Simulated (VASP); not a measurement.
Write the native input for VASP 6.6.1 that does the following.

```yaml
Task: single point
Functional: PBE
Potentials_or_basis: VASP PAW PBE potentials, release 64 (Hf_pv)
Cutoff: 500 eV
k_mesh: 12 × 12 × 7
Occupations: methfessel-paxton, width 0.2 eV
Spin: no spin polarisation
Dipole_correction: no
Further_INCAR_settings: ALGO = Normal; EDIFF = 1e-06; NBANDS = 17
```

The structure of Hf lies in POSCAR:

```
Hf
1.0
    3.1534960552      0.0000000000      0.0000000000
   -1.5767480276      2.7310043323      0.0000000000
    0.0000000000      0.0000000000      4.9894429718
Hf
2
Direct
    0.3333333333      0.6666666667      0.2500000000
    0.6666666667      0.3333333333      0.7500000000
```

These files were run (other wordings do the same):

INCAR

```
SYSTEM = Hf
PREC = Accurate
ENCUT = 500
EDIFF = 1E-6
ISMEAR = 1
SIGMA = 0.2
LREAL = .FALSE.
LASPH = .TRUE.
NELM = 120
ALGO = Normal
ISIF = 2
LWAVE = .FALSE.
LCHARG = .FALSE.
GGA = PE
NBANDS = 17
GGA_COMPAT = .FALSE.
```

KPOINTS

```
regular mesh
0
G
  12 12 7
  0 0 0
```

Potentials or basis: VASP PAW PBE potentials, release 64 (Hf_pv).

The run is started by

```sh
$ cat potpaw_PBE.64/Hf_pv/POTCAR > POTCAR
$ mpirun -np 1 vasp_std > vasp.out
```

It gave:

* Pressure: 5.1 GPa
* Band gap on the k mesh: zero (band 10 reaches 6.39 eV, above the bottom of band 11 at 4.91 eV)

Caveat: spin-orbit coupling is left out, which moves the levels of the heavy elements.

Run time: 53 s on 1 thread of Intel Xeon 8259CL, with other jobs on the host, peak memory 0.18 GiB.
